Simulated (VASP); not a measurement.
# KBr in VASP: notebook, part 2 of 2

VASP 6.6.1. Earlier steps stand in the parts before.

### 4 Single point, r2SCAN (strain +0.040 along x and y, +0.040 along z)

File POSCAR:

```
KBr
1.0
    0.0000000000      3.4242000000      3.4242000000
    3.4242000000      0.0000000000      3.4242000000
    3.4242000000      3.4242000000      0.0000000000
K Br
1 1
Direct
    0.0000000000      0.0000000000      0.0000000000
    0.5000000000      0.5000000000      0.5000000000
```

File INCAR.step1:

```
SYSTEM = KBr
PREC     = Accurate       ! precision mode
ENCUT    = 520            ! plane-wave cutoff, eV
ISMEAR   = 0              ! smearing method
SIGMA    = 0.05           ! smearing width, eV
LREAL    = .False.        ! projectors in reciprocal space
LASPH    = .True.         ! aspherical terms in the spheres
NELM     = 60             ! most SCF steps
NBANDS   = 15             ! bands
GGA      = PE             ! functional
ALGO     = Normal         ! electronic algorithm
EDIFF    = 1E-4           ! SCF threshold, eV
LWAVE    = .True.         ! write WAVECAR
LCHARG   = .False.        ! write CHGCAR
```

File INCAR.step2:

```
SYSTEM = KBr
PREC     = Accurate       ! precision mode
ENCUT    = 520            ! plane-wave cutoff, eV
EDIFF    = 1E-6           ! SCF threshold, eV
ISMEAR   = 0              ! smearing method
SIGMA    = 0.05           ! smearing width, eV
LREAL    = .False.        ! projectors in reciprocal space
LASPH    = .True.         ! aspherical terms in the spheres
NELM     = 60             ! most SCF steps
ALGO     = Normal         ! electronic algorithm
ISIF     = 2              ! what is computed and relaxed
LWAVE    = .False.        ! write WAVECAR
LCHARG   = .False.        ! write CHGCAR
METAGGA  = R2SCAN         ! meta-GGA
LMIXTAU  = .True.       
NBANDS   = 15             ! bands
ISTART   = 1
```

File KPOINTS:

```
regular mesh
0
Gamma
  6 6 6
  0 0 0
```

Started as:

```sh
$ cat potpaw_PBE.64/K_sv/POTCAR potpaw_PBE.64/Br/POTCAR > POTCAR
$ cp INCAR.step1 INCAR
$ mpirun -np 1 vasp_std > vasp.out
$ cp INCAR.step2 INCAR
$ mpirun -np 1 vasp_std > vasp.out
```

Wall time 36 s (1 thread of Intel Xeon 6975P-C (Granite Rapids), shared host); peak memory 0.21 GiB.

Results (log left out):

```yaml
Free_energy: -23.2127 eV
Pressure: -1.3 GPa
Band_gap_on_the_k_mesh: 4.79 eV, direct
```

Levels at points of the mesh, in eV from the valence-band top:
```tsv
k point	band 4	band 5	band 6	band 7	band 8	band 9	band 10	band 11	band 12	band 13
(0.00, 0.00, 0.00)	-11.84	-11.84	0.00	0.00	0.00	4.79	8.20	8.20	8.20	9.12
(0.50, 0.00, 0.00)	-11.84	-11.63	-0.96	-0.25	-0.25	6.89	8.44	10.23	10.23	10.46
(0.50, 0.50, 0.00)	-11.86	-11.86	-0.71	-0.25	-0.25	6.46	7.62	9.51	10.02	10.16
```

Caveat: the cell differs from its parent crystal (strain +0.040 along x and y, +0.040 along z); the PAW data sets were made with another functional, which shifts forces and pressure a little.

### 5 Single point, r2SCAN (strain +0.080 along x and y, +0.080 along z)

File POSCAR:

```
KBr
1.0
    0.0000000000      3.5559000000      3.5559000000
    3.5559000000      0.0000000000      3.5559000000
    3.5559000000      3.5559000000      0.0000000000
K Br
1 1
Direct
    0.0000000000      0.0000000000      0.0000000000
    0.5000000000      0.5000000000      0.5000000000
```

File INCAR.step1:

```
  PREC = Accurate
  ENCUT = 520
  ISMEAR = 0
  SIGMA = 0.05
  LREAL = F
  LASPH = T
  NELM = 80
  NBANDS = 15
  GGA = PE
  ALGO = Normal
  EDIFF = 1E-4
  LWAVE = T
  LCHARG = F
```

File INCAR.step2:

```
  PREC = Accurate
  ENCUT = 520
  EDIFF = 1E-7
  ISMEAR = 0
  SIGMA = 0.05
  LREAL = F
  LASPH = T
  NELM = 80
  ALGO = Normal
  ISIF = 2
  LWAVE = F
  LCHARG = T
  METAGGA = R2SCAN
  LMIXTAU = T
  LELF = T
  LVHAR = T
  NBANDS = 15
  ISTART = 1
```

File KPOINTS:

```
Automatic mesh
0
Gamma
  6 6 6
```

Started as:

```sh
$ cat potpaw_PBE.64/K_sv/POTCAR potpaw_PBE.64/Br/POTCAR > POTCAR
$ cp INCAR.step1 INCAR
$ mpirun -np 1 vasp_std > vasp.out
$ cp INCAR.step2 INCAR
$ mpirun -np 1 vasp_std > vasp.out
```

Run time: 50 s. Hardware: 1 thread of Intel Xeon 6975P-C (Granite Rapids), shared host; peak memory 0.26 GiB.

The run converged. Its results:

* Free energy: -23.1098 eV
* Pressure: -2.1 GPa
* Band gap on the k mesh: 4.53 eV, direct

Levels at points of the mesh, in eV from the valence-band top:
| k point | band 6 | band 7 | band 8 | band 9 | band 10 | band 11 |
| --- | --- | --- | --- | --- | --- | --- |
| (0.00, 0.00, 0.00) | 0.00 | 0.00 | 0.00 | 4.53 | 8.13 | 8.13 |
| (0.50, 0.00, 0.00) | -0.79 | -0.19 | -0.19 | 6.64 | 7.98 | 9.90 |
| (0.50, 0.50, 0.00) | -0.60 | -0.21 | -0.21 | 6.51 | 7.23 | 8.92 |

Caveat: the cell differs from its parent crystal (strain +0.080 along x and y, +0.080 along z); the PAW data sets were made with another functional, which shifts forces and pressure a little.

### 6 Single point, r2SCAN (strain -0.080 along x and y, -0.040 along z)

File POSCAR:

```
KBr
1.0
    0.0000000000      3.0291000000      3.1608000000
    3.0291000000      0.0000000000      3.1608000000
    3.0291000000      3.0291000000      0.0000000000
K Br
1 1
Direct
    0.0000000000      0.0000000000      0.0000000000
    0.5000000000      0.5000000000      0.5000000000
```

File INCAR.step1:

```
SYSTEM = KBr
PREC = Accurate ; ENCUT = 520
ISMEAR = 0 ; SIGMA = 0.05
LREAL = .FALSE. ; LASPH = .TRUE.
NELM = 100 ; NBANDS = 15
GGA = PE ; ALGO = Normal
EDIFF = 1E-4 ; LWAVE = .TRUE.
LCHARG = .FALSE.
```

File INCAR.step2:

```
SYSTEM = KBr
PREC = Accurate ; ENCUT = 520
EDIFF = 1E-6 ; ISMEAR = 0
SIGMA = 0.05 ; LREAL = .FALSE.
LASPH = .TRUE. ; NELM = 100
ALGO = Normal ; ISIF = 2
LWAVE = .FALSE. ; LCHARG = .FALSE.
METAGGA = R2SCAN ; LMIXTAU = .TRUE.
NBANDS = 15 ; ISTART = 1
```

File KPOINTS:

```
regular mesh
0
G
  6 6 6
  0 0 0
```

Potentials or basis: VASP PAW PBE potentials, release 64 (K_sv, Br).

Started as:

```sh
$ cat potpaw_PBE.64/K_sv/POTCAR potpaw_PBE.64/Br/POTCAR > POTCAR
$ cp INCAR.step1 INCAR
$ mpirun -np 1 vasp_std > vasp.out
$ cp INCAR.step2 INCAR
$ mpirun -np 1 vasp_std > vasp.out
```

Wall time 47 s (1 thread of Intel Xeon 6975P-C (Granite Rapids), shared host); peak memory 0.21 GiB.

Results (log left out):

| Property | Result |
| --- | --- |
| Free energy | -23.0120 eV |
| Pressure | 6.2 GPa |
| Band gap on the k mesh | 5.74 eV, direct |

Stress tensor (GPa, compression positive):
```
7.45 0.00 0.00
0.00 7.45 0.00
0.00 0.00 3.65
```

Levels at points of the mesh, in eV from the valence-band top:
| k point | band 5 | band 6 | band 7 | band 8 | band 9 | band 10 | band 11 | band 12 |
| --- | --- | --- | --- | --- | --- | --- | --- | --- |
| (0.00, 0.00, 0.00) | -11.25 | -0.08 | 0.00 | 0.00 | 5.74 | 7.93 | 8.24 | 8.24 |
| (0.50, 0.00, 0.00) | -10.81 | -1.70 | -0.60 | -0.58 | 7.55 | 9.58 | 11.01 | 11.04 |
| (0.50, 0.50, 0.00) | -11.34 | -1.16 | -0.32 | -0.32 | 6.01 | 8.89 | 10.37 | 11.31 |
| (0.50, 0.00, 0.50) | -11.32 | -1.03 | -0.44 | -0.40 | 5.95 | 8.85 | 10.51 | 11.36 |

Caveat: the cell differs from its parent crystal (strain -0.080 along x and y, -0.040 along z); the PAW data sets were made with another functional, which shifts forces and pressure a little. A k mesh can miss the band edges.

### 7 The runs side by side

```csv
cell,gap on the mesh (eV),pressure (GPa)
"a = 4.284 Å, angles 60.0°, 2 atoms",5.90,8.0
"a = 4.470 Å, angles 60.0°, 2 atoms",5.48,3.0
"a = 4.843 Å, angles 60.0°, 2 atoms",4.79,-1.3
"a = 5.029 Å, angles 60.0°, 2 atoms",4.53,-2.1
"a = 4.378, b = 4.378, c = 4.284 Å, angles 60.7, 60.7, 58.6°, 2 atoms",5.74,6.2
```

Alike in all rows: task single point; level r2SCAN; potentials or basis VASP PAW PBE potentials, release 64 (K_sv, Br); no spin polarisation; k mesh 6 × 6 × 6; cutoff (eV) 520; smearing gaussian 0.05 eV.

Caveats: the PAW data sets were made with another functional, which shifts forces and pressure a little.

Total energies depend on the potentials used, so only differences within one code and one set of settings carry meaning.
